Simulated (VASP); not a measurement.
A run of VASP 6.6.1 is set up as follows.

INCAR

```
SYSTEM = ZnSe
ALGO = Normal
EDIFF = 1E-8
ENCUT = 520
GGA = PE
ISIF = 2
ISMEAR = 0
LASPH = .True.
LCHARG = .False.
LEPSILON = .True.
LREAL = .False.
LWAVE = .False.
NELM = 60
PREC = Accurate
SIGMA = 0.01
```

KPOINTS

```
k-points
0
Gamma
  8 8 8
  0 0 0
```

POSCAR

```
ZnSe
1.0
    0.0000000000      2.8338000000      2.8338000000
    2.8338000000      0.0000000000      2.8338000000
    2.8338000000      2.8338000000      0.0000000000
Zn Se
1 1
Direct
    0.0000000000      0.0000000000      0.0000000000
    0.2500000000      0.2500000000      0.2500000000
```

Potentials or basis: VASP PAW PBE potentials, release 64 (Zn, Se).

Launch:

```console
$ cat potpaw_PBE.64/Zn/POTCAR potpaw_PBE.64/Se/POTCAR > POTCAR
$ mpirun -np 1 vasp_std > vasp.out
```

Task: Estimate the electronic dielectric tensor (diagonal).

Result: 7.78.

Task: Predict the Born charges (mean of the diagonal).

Result: Zn +2.09; Se -2.09 e.

Task: Estimate the band gap on the k mesh.

Result: 1.29 eV.

Electronic dielectric tensor:
```
7.78 0.00 0.00
0.00 7.78 0.00
0.00 0.00 7.78
```

PBE gaps usually lie below the measured ones, often by a third to a half.
